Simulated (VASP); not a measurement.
**HgTe: single point with PBEsol**

The system is HgTe.

```
CELL_PARAMETERS angstrom
0.00000 3.07712 3.07712
3.07712 0.00000 3.07712
3.07712 3.07712 0.00000
ATOMIC_POSITIONS crystal
Hg 0.00000 0.00000 0.00000
Te 0.52437 0.47563 0.52437
```

This cell differs from its parent crystal: one atom moved.

```json
{
  "Program": "VASP 6.6.1",
  "Task": "single point",
  "Functional": "PBEsol",
  "Potentials or basis": "VASP PAW PBE potentials, release 64 (Hg, Te)",
  "Cutoff": "520 eV",
  "k mesh": "10 × 10 × 10",
  "Occupations": "gaussian, width 0.1 eV",
  "Spin": "no spin polarisation",
  "Dipole correction": "no",
  "Further INCAR settings": "ALGO = Normal; EDIFF = 1e-06; NBANDS = 16"
}
```

* Pressure: -3.2 GPa
* Largest force: 0.247 eV/Å
* Band gap on the k mesh: zero (band 9 reaches 4.19 eV, above the bottom of band 10 at 1.76 eV)

Forces in eV/Å, atoms in the order of the input:
```
Hg   0.000  0.247  0.000
Te   0.000 -0.247  0.000
```

Stress tensor (GPa, compression positive):
```
-3.55  0.00  0.00
 0.00 -2.50  0.00
 0.00  0.00 -3.55
```

Levels at points of the mesh, in eV from the Fermi level:
```csv
k point,band 7,band 8,band 9,band 10,band 11,band 12
"(0.00, 0.00, 0.00)",-1.09,-0.59,-0.59,-0.56,7.26,7.26
"(0.50, 0.00, 0.00)",-5.35,0.24,0.28,2.62,3.60,4.02
"(0.50, 0.50, 0.00)",-4.07,-2.79,-2.09,-2.00,4.78,9.06
"(0.50, 0.00, 0.50)",-4.22,-2.54,-2.13,-2.13,4.85,9.03
```

Run time: 21 s on 1 thread of Intel(R) Xeon(R) 6975P-C (Granite Rapids), with other jobs on the host, peak memory 0.24 GiB.

Caveat: the cell differs from its parent crystal (one atom moved); the PAW data sets were made with another functional, which shifts forces and pressure a little; spin-orbit coupling is left out, which moves the levels of the heavy elements.
